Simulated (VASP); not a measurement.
# Sb (Pm-3m) in VASP: notebook

The runs below take Sb through single point, with PBE, RPBE, PBEsol.

Program: VASP 6.6.1. These are calculated values, not measurements. Logs are shortened: lines on timing, memory, paths and dates and some standing lists are left out, and cuts for length are marked.

### Step 1. The cell of the first run

Symmetry: Pm-3m, No. 221, cubic system. The conventional cell has a = 3.160 Å, b = 3.160 Å, c = 3.160 Å, α = 90.00°, β = 90.00°, γ = 90.00°. Sb (site symmetry m-3m) has 6 Sb at 3.16 Å within 4.2 Å.

### Step 2. Single point, PBE

File INCAR:

```
PREC = Accurate ; ENCUT = 500
EDIFF = 1E-6 ; ISMEAR = 0
SIGMA = 0.023 ; LREAL = F
LASPH = T ; NELM = 120
ALGO = Normal ; ISIF = 2
LWAVE = F ; LCHARG = T
GGA = PE ; LELF = T
LVHAR = T ; NBANDS = 8
GGA_COMPAT = F
```

File KPOINTS:

```
regular mesh
0
Gamma
  8 8 8
```

File POSCAR:

```
Sb
1.0
    3.1600000000      0.0000000000      0.0000000000
    0.0000000000      3.1600000000      0.0000000000
    0.0000000000      0.0000000000      3.1600000000
Sb
1
Direct
    0.0000000000      0.0000000000      0.0000000000
```

Potentials or basis: VASP PAW PBE potentials, release 64 (Sb).

Started as:

```console
cat potpaw_PBE.64/Sb/POTCAR > POTCAR
mpirun -np 1 vasp_std > vasp.out
```

OUTCAR:

```text
PREC = Accurate
   ENCUT = 500
   EDIFF = 1E-6
   ISMEAR = 0
   LREAL = F
   LASPH = T
   NELM = 120
   ISIF = 2
   GGA = PE

 ion  position               nearest neighbor table
   1  0.000  0.000  0.000-

  LATTYP: Found a simple cubic cell.
 ALAT       =     3.1600000000

  Lattice vectors:

 A1 = (   3.1600000000,   0.0000000000,   0.0000000000)
 A2 = (   0.0000000000,   3.1600000000,   0.0000000000)
 A3 = (   0.0000000000,   0.0000000000,   3.1600000000)

Analysis of symmetry for initial positions (statically):
=====================================================================
 Subroutine PRICEL returns:
 Original cell was already a primitive cell.

 Routine SETGRP: Setting up the symmetry group for a
 simple cubic supercell.

 Subroutine GETGRP returns: Found 48 space group operations
 (whereof 48 operations were pure point group operations)
 out of a pool of 48 trial point group operations.

The static configuration has the point symmetry O_h .

Analysis of symmetry for dynamics (positions and initial velocities):
=====================================================================
 Subroutine PRICEL returns:
 Original cell was already a primitive cell.

 Routine SETGRP: Setting up the symmetry group for a
 simple cubic supercell.

 Subroutine GETGRP returns: Found 48 space group operations
 (whereof 48 operations were pure point group operations)
 out of a pool of 48 trial point group operations.

The dynamic configuration has the point symmetry O_h .

 Subroutine INISYM returns: Found 48 space group operations
 (whereof 48 operations are pure point group operations),
 and found     1 'primitive' translations

----------------------------------------------------------------------------------------

                                     Primitive cell

  volume of cell :      31.5545

  direct lattice vectors                    reciprocal lattice vectors
     3.160000000  0.000000000  0.000000000     0.316455696  0.000000000  0.000000000
     0.000000000  3.160000000  0.000000000     0.000000000  0.316455696  0.000000000
     0.000000000  0.000000000  3.160000000     0.000000000  0.000000000  0.316455696

  length of vectors
     3.160000000  3.160000000  3.160000000     0.316455696  0.316455696  0.316455696

  position of ions in fractional coordinates (direct lattice)
     0.000000000  0.000000000  0.000000000

  ion indices of the primitive-cell ions
   primitive index   ion index
                 1           1

----------------------------------------------------------------------------------------

 KPOINTS: regular mesh

Automatic generation of k-mesh.
 Grid dimensions read from file:
 generate k-points for:    8    8    8

 Generating k-lattice:

  Cartesian coordinates                     Fractional coordinates (reciprocal lattice)
     0.039556962  0.000000000  0.000000000     0.125000000  0.000000000  0.000000000
     0.000000000  0.039556962  0.000000000     0.000000000  0.125000000  0.000000000
     0.000000000  0.000000000  0.039556962     0.000000000  0.000000000  0.125000000

  Length of vectors
     0.039556962  0.039556962  0.039556962

  Shift w.r.t. Gamma in fractional coordinates (k-lattice)
     0.000000000  0.000000000  0.000000000

 Subroutine IBZKPT returns following result:
 ===========================================

 Found     35 irreducible k-points:

 Following reciprocal coordinates:
            Coordinates               Weight
  0.000000  0.000000  0.000000      1.000000
  0.125000  0.000000  0.000000      6.000000
  0.250000  0.000000  0.000000      6.000000
  0.375000  0.000000  0.000000      6.000000
  0.500000  0.000000  0.000000      3.000000
  0.125000  0.125000  0.000000     12.000000
[... 16 lines left out ...]
  0.375000  0.375000  0.125000     24.000000
  0.500000  0.375000  0.125000     24.000000
 [... further k-points ...]
   k-points           NKPTS =     35   k-points in BZ     NKDIM =     35   number of bands    NBANDS=      8
   number of dos      NEDOS =    301   number of ions     NIONS =      1
   total plane-waves  NPLWV =  13824
   dimension x,y,z NGX =    24 NGY =   24 NGZ =   24
   dimension x,y,z NGXF=    48 NGYF=   48 NGZF=   48
   ions per type =               1
   NGX,Y,Z   is equivalent  to a cutoff of  12.63, 12.63, 12.63 a.u.
   NGXF,Y,Z  is equivalent  to a cutoff of  25.25, 25.25, 25.25 a.u.
 SYSTEM =  unknown system
   PREC   = accura    normal or accurate (medium, high low for compatibility)
   ISTART =      0    job   : 0-new  1-cont  2-samecut
   ICHARG =      2    charge: 1-file 2-atom 10-const
   ISPIN  =      1    spin polarized calculation?
   LNONCOLLINEAR =      F non collinear calculations
   LSORBIT =      F    spin-orbit coupling
   LASPH  =      T    aspherical Exc in radial PAW
   ENCUT  =  500.0 eV  36.75 Ry    6.06 a.u.   5.76  5.76  5.76*2*pi/ulx,y,z
   NELM   =    120;   NELMIN=  2; NELMDL= -5     # of ELM steps
   EDIFF  = 0.1E-05   stopping-criterion for ELM
   LREAL  =      F    real-space projection
   EDIFFG = 0.1E-04   stopping-criterion for IOM
   NSW    =      0    number of steps for IOM
   IBRION =     -1    ionic relax: 0-MD 1-quasi-New 2-CG
   NFREE  =      0    steps in history (QN), initial steepest desc. (CG)
   ISIF   =      2    stress and relaxation
   ISYM   =      2    0-nonsym 1-usesym 2-fastsym
   POTIM  = 0.5000    time-step for ionic-motion
   TEBEG  =    0.0;   TEEND  =   0.0 temperature during run
   PSTRESS=    0.0 pullay stress
   NELECT =       5.0000    total number of electrons
   NUPDOWN=      -1.0000    fix difference up-down
   EMIN   =  10.00;   EMAX   =-10.00  energy-range for DOS
   EFERMI =   0.00;   METHOD = LEGACY
   ISMEAR =     0;   SIGMA  =   0.02  broadening in eV -4-tet -1-fermi 0-gaus
   EFERMI_NEDOS =   21; number of points for ismear=-14 and -15
   IALGO  =     38    algorithm
   IMIX   =      4    mixing-type and parameters
     AMIX     =   0.40;   BMIX     =  1.00
     AMIX_MAG =   1.60;   BMIX_MAG =  1.00
  volume/ion in A,a.u.               =      31.55       212.94
  Fermi-wavevector in a.u.,A,eV,Ry     =   0.885886  1.674081 10.677766  0.784794
  Thomas-Fermi vector in A             =   2.006979
   LORBIT       =      0    0 simple, 1 ext, 2 COOP (PROOUT), +10 PAW based schemes
   GGA     = PE    functional components
   LHFCALC =     F    Hartree Fock is set to
   AEXX    =    0.0000 exact exchange contribution
   IVDW    =     0    specifies the selected vdW correction
   LEPSILON=     F    determine dielectric tensor
   LRPA    =     F    only Hartree local field effects (RPA)
 non-spin polarized calculation
 Gauss-broadening in eV      SIGMA  =   0.02
  energy-cutoff  :      500.00
  volume of cell :       31.55
 maximum number of plane-waves:       840
 NGX is ok and might be reduce to    24
   NGX = 11   NGY = 11   NGZ = 11

 number of electron       5.0000001 magnetization

 Free energy of the ion-electron system (eV)
  ---------------------------------------------------
  ext. energy  EPLUGINS =         0.00000000
  ---------------------------------------------------
  free energy    TOTEN  =        -4.06380452 eV

  energy without entropy =       -4.06259463  energy(sigma->0) =       -4.06319958

 E-fermi :   6.3862     XC(G=0):  -9.3891

 val. band max:        6.3844807687   @ k =   0.3750   0.2500   0.1250
 cond. band min:       6.6204134800   @ k =   0.2500   0.2500   0.2500
 fundamental gap:      0.2359327113
 Fermi energy:         6.3861824703

 k-point     1 :       0.0000    0.0000    0.0000
  band No.  band energies     occupation
      1      -5.5255      2.00000
      2       9.5669      0.00000
      3       9.5669      0.00000
      4       9.5669      0.00000
      5      13.3114      0.00000
      6      13.3114      0.00000
      7      14.3652      0.00000
      8      23.7582      0.00000

 k-point     2 :       0.1250    0.0000    0.0000
  band No.  band energies     occupation
      1      -5.3134      2.00000
      2       7.4870      0.00000
      3       9.7711      0.00000
      4       9.7711      0.00000
      5      13.4855      0.00000
      6      14.1041      0.00000
      7      16.1471      0.00000
      8      22.1886      0.00000

 k-point     3 :       0.2500    0.0000    0.0000
  band No.  band energies     occupation
      1      -4.7034      2.00000
      2       4.6076      2.00000
      3      10.3295      0.00000
      4      10.3295      0.00000
      5      13.9944      0.00000
      6      14.7488      0.00000
      7      19.5965      0.00000
      8      20.0971      0.00000

 k-point     4 :       0.3750    0.0000    0.0000
  band No.  band energies     occupation
      1      -3.8388      2.00000
      2       2.2775      2.00000
      3      11.0312      0.00000
      4      11.0312      0.00000
      5      14.7569      0.00000
      6      15.7437      0.00000
      7      18.4132      0.00000
      8      18.4132      0.00000

 k-point     5 :       0.5000    0.0000    0.0000
  band No.  band energies     occupation
      1      -3.3069      2.00000
      2       1.2456      2.00000
      3      11.3943      0.00000
      4      11.3943      0.00000
      5      15.2884      0.00000
      6      16.8885      0.00000
      7      17.5430      0.00000
      8      17.7151      0.00000

 k-point     6 :       0.1250    0.1250    0.0000
  band No.  band energies     occupation
      1      -5.1012      2.00000
      2       7.5947      0.00000
      3       7.7947      0.00000
      4       9.9757      0.00000
      5      13.9497      0.00000
      6      15.9156      0.00000
      7      16.5217      0.00000
      8      20.1686      0.00000

 k-point     7 :       0.2500    0.1250    0.0000
  band No.  band energies     occupation
      1      -4.4907      2.00000
      2       4.8108      2.00000
      3       8.2773      0.00000
      4      10.5350      0.00000
      5      14.4990      0.00000
      6      16.3633      0.00000
      7      17.8087      0.00000
      8      20.0266      0.00000

 k-point     8 :       0.3750    0.1250    0.0000
  band No.  band energies     occupation
      1      -3.6248      2.00000
      2       2.4808      2.00000
      3       9.0440      0.00000
      4      11.2381      0.00000
      5      14.9979      0.00000
      6      15.5579      0.00000
      7      17.8554      0.00000
      8      18.5767      0.00000

 k-point     9 :       0.5000    0.1250    0.0000
  band No.  band energies     occupation
      1      -3.0913      2.00000
      2       1.4475      2.00000
      3       9.4758      0.00000
      4      11.6022      0.00000
      5      14.3658      0.00000
      6      16.1521      0.00000
      7      17.6504      0.00000
      8      17.8812      0.00000

 k-point    10 :       0.2500    0.2500    0.0000
  band No.  band energies     occupation
      1      -3.8780      2.00000
      2       5.2243      2.00000
      3       5.5707      2.00000
      4      11.0967      0.00000
      5      14.3879      0.00000
      6      15.3627      0.00000
      7      20.0727      0.00000
      8      20.5797      0.00000
[... 78 lines left out ...]
 k-point    18 :       0.3750    0.1250    0.1250
  band No.  band energies     occupation
      1      -3.4106      2.00000
      2       2.6838      2.00000
      3       9.0726      0.00000
      4       9.4428      0.00000
      5      15.0376      0.00000
      6      15.7499      0.00000
      7      17.3445      0.00000
      8      18.8005      0.00000

 k-point    19 :       0.5000    0.1250    0.1250
  band No.  band energies     occupation
      1      -2.8756      2.00000
      2       1.6491      2.00000
      3       9.4615      0.00000
      4       9.9300      0.00000
      5      14.2300      0.00000
      6      15.0023      0.00000
      7      17.7301      0.00000
      8      19.5857      0.00000

 k-point    20 :       0.2500    0.2500    0.1250
  band No.  band energies     occupation
      1      -3.6647      2.00000
      2       5.4234      2.00000
      3       5.7739      2.00000
      4       9.0771      0.00000
      5      14.7518      0.00000
      6      17.0182      0.00000
      7      18.1901      0.00000
      8      18.4050      0.00000

 k-point    21 :       0.3750    0.2500    0.1250
  band No.  band energies     occupation
      1      -2.7914      2.00000
      2       3.2503      2.00000
      3       6.3845      1.08333
      4       9.8518      0.00000
      5      12.7566      0.00000
      6      16.0032      0.00000
      7      18.1687      0.00000
      8      19.1352      0.00000

 k-point    22 :       0.5000    0.2500    0.1250
  band No.  band energies     occupation
      1      -2.2493      2.00000
      2       2.2108      2.00000
      3       6.8182      0.00000
      4      10.3059      0.00000
      5      11.8734      0.00000
      6      15.2459      0.00000
      7      18.5949      0.00000
      8      19.6384      0.00000

 k-point    23 :       0.3750    0.3750    0.1250
  band No.  band energies     occupation
      1      -1.9011      2.00000
      2       3.8794      2.00000
      3       4.1568      2.00000
      4      10.5218      0.00000
      5      10.8265      0.00000
      6      16.6461      0.00000
      7      16.9996      0.00000
      8      19.4910      0.00000

 k-point    24 :       0.5000    0.3750    0.1250
  band No.  band energies     occupation
      1      -1.3386      2.00000
      2       2.9472      2.00000
      3       4.4427      2.00000
      4       9.8677      0.00000
      5      11.0566      0.00000
      6      16.0531      0.00000
      7      17.3341      0.00000
      8      20.0486      0.00000

 [... further k-points ...]
[... 5 lines left out ...]
  --------------------------------------------------------------------------------------
  -------------------------------------------------------------------------------------
  Total       -0.4517019     -0.4517019     -0.4517019      0.0000000     -0.0000000      0.0000000
  in kB      -22.9351322    -22.9351322    -22.9351322      0.0000000     -0.0000000      0.0000000
  external PRESSURE =     -22.9351322 kB  Pullay stress =       0.0000000 kB

 VOLUME and BASIS-vectors are now :
 -----------------------------------------------------------------------------
  energy-cutoff  :      500.00
  volume of cell :       31.55
      direct lattice vectors                 reciprocal lattice vectors
     3.160000000  0.000000000  0.000000000     0.316455696  0.000000000  0.000000000
     0.000000000  3.160000000  0.000000000     0.000000000  0.316455696  0.000000000
     0.000000000  0.000000000  3.160000000     0.000000000  0.000000000  0.316455696

 POSITION                                       TOTAL-FORCE (eV/Angst)
 -----------------------------------------------------------------------------------
      0.00000      0.00000      0.00000         0.000000      0.000000      0.000000
 -----------------------------------------------------------------------------------
    total drift:                                0.000000      0.000000      0.000000

  FREE ENERGIE OF THE ION-ELECTRON SYSTEM (eV)
  ---------------------------------------------------
  free  energy   TOTEN  =        -4.0638045233 eV

  energy  without entropy=       -4.0625946307  energy(sigma->0) =       -4.06319958
```

It took 10 s on 1 thread of Intel Xeon 8259CL, shared host; peak memory 0.14 GiB.

Results:

* Free energy: -4.0638 eV
* Pressure: -2.3 GPa

Levels at points of the mesh, in eV from the Fermi level:
| k point | band 1 | band 2 | band 3 | band 4 | band 5 | band 6 | band 7 |
| --- | --- | --- | --- | --- | --- | --- | --- |
| (0.00, 0.00, 0.00) | -11.91 | 3.18 | 3.18 | 3.18 | 6.93 | 6.93 | 7.98 |
| (0.50, 0.00, 0.00) | -9.69 | -5.14 | 5.01 | 5.01 | 8.90 | 10.50 | 11.16 |
| (0.50, 0.50, 0.00) | -7.36 | -3.23 | -3.23 | 2.44 | 6.84 | 12.45 | 13.15 |
| (0.50, 0.50, 0.50) | -4.79 | -1.45 | -1.45 | -1.45 | 4.97 | 4.97 | 4.97 |

Caveat: spin-orbit coupling is left out, which moves the levels of the heavy elements.

### Step 3. Single point, PBE

File INCAR:

```
PREC = Accurate
ENCUT = 500
EDIFF = 1E-6
ISMEAR = 0
SIGMA = 0.024
LREAL = False
LASPH = True
NELM = 120
ALGO = Normal
ISIF = 2
LWAVE = False
LCHARG = False
GGA = PE
NBANDS = 8
GGA_COMPAT = False
```

KPOINTS is that of step 2.

POSCAR is that of step 2.

Potentials or basis: VASP PAW PBE potentials, release 64 (Sb).

Started as:

```console
cat potpaw_PBE.64/Sb/POTCAR > POTCAR
mpirun -np 1 vasp_std > vasp.out
```

Wall time 11 s (1 thread of Intel Xeon 8259CL, shared host); peak memory 0.13 GiB.

Results (log left out):

```yaml
Free_energy: -4.0639 eV
Pressure: -2.3 GPa
```

Levels at points of the mesh, in eV from the Fermi level:
| k point | band 1 | band 2 | band 3 | band 4 | band 5 | band 6 |
| --- | --- | --- | --- | --- | --- | --- |
| (0.00, 0.00, 0.00) | -11.91 | 3.18 | 3.18 | 3.18 | 6.93 | 6.93 |
| (0.50, 0.00, 0.00) | -9.69 | -5.14 | 5.01 | 5.01 | 8.90 | 10.50 |
| (0.50, 0.50, 0.00) | -7.36 | -3.23 | -3.23 | 2.44 | 6.84 | 12.45 |
| (0.50, 0.50, 0.50) | -4.79 | -1.45 | -1.45 | -1.45 | 4.97 | 4.97 |

Caveat: spin-orbit coupling is left out, which moves the levels of the heavy elements.

(Part 1 of 2 ends here.)
